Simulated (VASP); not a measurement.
# SnO in VASP: single point with PBE+D3(BJ)

Aim: the single point of SnO with PBE+D3(BJ).

All numbers are computed with VASP 6.6.1; they aren't measurements. Logs are shortened: lines on timing, memory, paths and dates and some standing lists are left out, and cuts for length are marked.

## (1) The cell of the first run

The cell holds a slab with vacuum, 8 atoms: a = 3.820 Å, b = 3.820 Å, c = 22.226 Å, α = 90.00°, β = 90.00°, γ = 90.00°.

## (2) Single point, PBE+D3(BJ)

INCAR

```
SYSTEM = SnO
ALGO     = Normal         ! electronic algorithm
DIPOL    = 0.5 0.5 0.399
EDIFF    = 1E-6           ! SCF threshold, eV
ENCUT    = 520            ! plane-wave cutoff, eV
GGA      = PE             ! functional
IDIPOL   = 3            
ISIF     = 2              ! what is computed and relaxed
ISMEAR   = 0              ! smearing method
IVDW     = 12             ! dispersion correction
LASPH    = .TRUE.         ! aspherical terms in the spheres
LCHARG   = .FALSE.        ! write CHGCAR
LDIPOL   = .TRUE.       
LREAL    = .FALSE.        ! projectors in reciprocal space
LWAVE    = .FALSE.        ! write WAVECAR
NBANDS   = 50             ! bands
NELM     = 100            ! most SCF steps
PREC     = Accurate       ! precision mode
SIGMA    = 0.05           ! smearing width, eV
```

KPOINTS

```
k-points
0
G
  7 7 1
  0 0 0
```

POSCAR

```
SnO
1.0
    3.8201630918      0.0000000000      0.0000000000
    0.0000000000      3.8201630918      0.0000000000
    0.0000000000      0.0000000000     22.2260821141
Sn O
4 4
Direct
    0.7500000000      0.2500000000      0.2024648328
    0.2500000000      0.7500000000      0.3087832134
    0.5000000000      1.0000000000      0.4887519537
    0.0000000000      1.5000000000      0.5950703343
    0.2500000000      0.2500000000      0.2556240231
    0.7500000000      0.7500000000      0.2556240231
    0.0000000000      1.0000000000      0.5419111440
    0.5000000000      1.5000000000      0.5419111440
```

Potentials or basis: VASP PAW PBE potentials, release 64 (Sn_d, O).

The run is started by

```bash
> cat potpaw_PBE.64/Sn_d/POTCAR potpaw_PBE.64/O/POTCAR > POTCAR
> mpirun -np 1 vasp_std > vasp.out
```

OUTCAR:

```text
SYSTEM = SnO
   EDIFF = 1E-6
   ENCUT = 520
   GGA = PE
   ISIF = 2
   ISMEAR = 0
   IVDW = 12
   LASPH = .TRUE.
   LREAL = .FALSE.
   NELM = 100
   PREC = Accurate
 IVDW          = 12

 ion  position               nearest neighbor table
   1  0.750  0.250  0.202-   5 2.25   6 2.25   6 2.25   5 2.25   2 3.59   2 3.59   2 3.59   2 3.59

   2  0.250  0.750  0.309-   5 2.25   6 2.25   5 2.25   6 2.25   1 3.59   1 3.59   1 3.59   1 3.59

   3  0.500  0.000  0.489-   7 2.25   8 2.25   8 2.25   7 2.25   4 3.59   4 3.59   4 3.59   4 3.59

   4  0.000  0.500  0.595-   7 2.25   8 2.25   7 2.25   8 2.25   3 3.59   3 3.59   3 3.59   3 3.59

   5  0.250  0.250  0.256-   1 2.25   2 2.25   2 2.25   1 2.25
   6  0.750  0.750  0.256-   1 2.25   2 2.25   1 2.25   2 2.25
   7  0.000  0.000  0.542-   3 2.25   3 2.25   4 2.25   4 2.25
   8  0.500  0.500  0.542-   3 2.25   3 2.25   4 2.25   4 2.25

  LATTYP: Found a simple tetragonal cell.
 ALAT       =     3.8201630918
 C/A-ratio  =     5.8180977042

  Lattice vectors:

 A1 = (   3.8201630918,   0.0000000000,   0.0000000000)
 A2 = (   0.0000000000,   3.8201630918,   0.0000000000)
 A3 = (   0.0000000000,   0.0000000000,  22.2260821141)

Analysis of symmetry for initial positions (statically):
=====================================================================
 Subroutine PRICEL returns:
 Original cell was already a primitive cell.

 Routine SETGRP: Setting up the symmetry group for a
 simple tetragonal supercell.

 Subroutine GETGRP returns: Found  4 space group operations
 (whereof  1 operations were pure point group operations)
 out of a pool of 16 trial point group operations.

The static configuration has the point symmetry C_1 .
 The point group associated with its full space group is C_2h.

Analysis of symmetry for dynamics (positions and initial velocities):
=====================================================================
 Subroutine PRICEL returns:
 Original cell was already a primitive cell.

 Routine SETGRP: Setting up the symmetry group for a
 simple tetragonal supercell.

 Subroutine GETGRP returns: Found  4 space group operations
 (whereof  1 operations were pure point group operations)
 out of a pool of 16 trial point group operations.

The dynamic configuration has the point symmetry C_1 .
 The point group associated with its full space group is C_2h.

 Subroutine INISYM returns: Found  4 space group operations
 (whereof  1 operations are pure point group operations),
 and found     1 'primitive' translations

[... 113 lines left out ...]
   EFERMI_NEDOS =   21; number of points for ismear=-14 and -15
   IALGO  =     38    algorithm
   IMIX   =      4    mixing-type and parameters
     AMIX     =   0.40;   BMIX     =  1.00
     AMIX_MAG =   1.60;   BMIX_MAG =  1.00
  volume/ion in A,a.u.               =      40.54       273.61
  Fermi-wavevector in a.u.,A,eV,Ry     =   1.026666  1.940118 14.341131  1.054043
  Thomas-Fermi vector in A             =   2.160571
   LORBIT       =      0    0 simple, 1 ext, 2 COOP (PROOUT), +10 PAW based schemes
   GGA     = PE    functional components
   LHFCALC =     F    Hartree Fock is set to
   AEXX    =    0.0000 exact exchange contribution
   IVDW    =    12    specifies the selected vdW correction
   LEPSILON=     F    determine dielectric tensor
   LRPA    =     F    only Hartree local field effects (RPA)
 non-spin polarized calculation
 Gauss-broadening in eV      SIGMA  =   0.05
  energy-cutoff  :      520.00
  volume of cell :      324.36
 maximum number of plane-waves:      8769
   NGX = 15   NGY = 15   NGZ = 83

 dipolmoment           0.000000      0.000000     -0.000001 electrons x Angstroem

 number of electron      79.9999971 magnetization

 dipolmoment           0.000000      0.000000      0.000000 electrons x Angstroem

 Free energy of the ion-electron system (eV)
  ---------------------------------------------------
  ext. energy  EPLUGINS =         0.00000000
  ---------------------------------------------------
  free energy    TOTEN  =       -45.15796812 eV

  energy without entropy =      -45.15796812  energy(sigma->0) =      -45.15796812

 E-fermi :   0.0956     XC(G=0):  -5.3002

 val. band max:       -0.1503844290   @ k =  -0.1429   0.1429   0.0000
 cond. band min:       2.3054220076   @ k =  -0.4286   0.4286   0.0000
 fundamental gap:      2.4558064365
 Fermi energy:         0.0955993695

 k-point     1 :       0.0000    0.0000    0.0000
  band No.  band energies     occupation
      1     -21.0532      2.00000
      2     -21.0532      2.00000
      3     -20.6928      2.00000
      4     -20.6927      2.00000
      5     -20.6553      2.00000
      6     -20.6553      2.00000
[... 837 lines left out ...]
     49       5.8775      0.00000
     50       6.4796      0.00000

------------------------ aborting loop because EDIFF is reached ----------------------------------------

 vacuum level on the upper side and lower side of the slab       (xc-potential included)        -0.188        -0.188

 Edisp (eV)   -1.25542

 E8    (eV) :    -0.5553

  FORCE on cell =-STRESS in cart. coord.  units (eV):
  Direction    XX          YY          ZZ          XY          YZ          ZX
  --------------------------------------------------------------------------------------
  -------------------------------------------------------------------------------------
  Total       0.23683     0.23683     0.03373     0.04324     0.29599     0.29599
  in kB       1.16983     1.16983     0.16659     0.21361     1.46203     1.46203
  external pressure =        0.84 kB  Pullay stress =        0.00 kB

 VOLUME and BASIS-vectors are now :
 -----------------------------------------------------------------------------
  energy-cutoff  :      520.00
  volume of cell :      324.36
      direct lattice vectors                 reciprocal lattice vectors
     3.820163092  0.000000000  0.000000000     0.261768929  0.000000000  0.000000000
     0.000000000  3.820163092  0.000000000     0.000000000  0.261768929  0.000000000
     0.000000000  0.000000000 22.226082114     0.000000000  0.000000000  0.044992185

 POSITION                                       TOTAL-FORCE (eV/Angst)
 -----------------------------------------------------------------------------------
      2.86512      0.95504      4.50000        -0.005667     -0.005667     -0.078617
      0.95504      2.86512      6.86304        -0.031428     -0.031428      0.100343
      1.91008      0.00000     10.86304         0.031428      0.031428     -0.100343
      0.00000      1.91008     13.22608         0.005667      0.005667      0.078617
      0.95504      0.95504      5.68152         0.011424     -0.030342      0.007488
      2.86512      2.86512      5.68152        -0.030342      0.011424      0.007488
      0.00000      0.00000     12.04456         0.030342     -0.011424     -0.007488
      1.91008      1.91008     12.04456        -0.011424      0.030342     -0.007488
 -----------------------------------------------------------------------------------
    total drift:                               -0.000000     -0.000000      0.000006

  FREE ENERGIE OF THE ION-ELECTRON SYSTEM (eV)
  ---------------------------------------------------
  free  energy   TOTEN  =       -46.4133876655 eV

  energy  without entropy=      -46.4133876655  energy(sigma->0) =      -46.41338767

 vacuum level on the upper side and lower side of the slab         4.780         4.780
```

OSZICAR:

```text
N       E                     dE             d eps       ncg     rms          rms(c)
DAV:   1     0.938566636859E+03    0.93857E+03   -0.38183E+04  1720   0.180E+03
DAV:   2     0.133390127587E+03   -0.80518E+03   -0.77723E+03  1768   0.491E+02
DAV:   3    -0.397739867793E+02   -0.17316E+03   -0.16847E+03  1966   0.219E+02
[... 14 lines left out ...]
DAV:  18    -0.451579100888E+02   -0.27648E-04   -0.42537E-06  1668   0.182E-02    0.385E-03
DAV:  19    -0.451579507335E+02   -0.40645E-04   -0.56102E-06  1550   0.208E-02    0.351E-03
DAV:  20    -0.451579632289E+02   -0.12495E-04   -0.11511E-06  1266   0.119E-02    0.182E-03
DAV:  21    -0.451579672684E+02   -0.40395E-05   -0.40794E-07  1148   0.414E-03    0.161E-03
DAV:  22    -0.451579681192E+02   -0.85076E-06   -0.28325E-07  1144   0.457E-03
   1 F= -.46413388E+02 E0= -.46413388E+02  d E =-.813245E-13
```

It took 4.3 min on 1 thread of Intel Xeon Platinum 8488C (Sapphire Rapids), shared host; peak memory 0.43 GiB.

What came out:

```
Free energy                : -46.4134 eV
Largest force              : 0.110 eV/Å
Band gap on the k mesh     : 2.46 eV, indirect (least direct gap 2.52 eV)
Dispersion energy per atom : -0.157 eV
```

Forces in eV/Å, atoms in the order of the input:
```
Sn  -0.006 -0.006 -0.079
Sn  -0.031 -0.031  0.100
Sn   0.031  0.031 -0.100
Sn   0.006  0.006  0.079
O    0.011 -0.030  0.007
O   -0.030  0.011  0.007
O    0.030 -0.011 -0.007
O   -0.011  0.030 -0.007
```

Levels at points of the mesh, in eV from the valence-band top:
```
           k point  band 37  band 38  band 39  band 40  band 41  band 42  band 43  band 44
(0.00, 0.00, 0.00)    -1.99    -1.99    -0.69    -0.03     2.49     2.82     2.82     3.86
```

Caveat: spin-orbit coupling is left out, which moves the levels of the heavy elements.
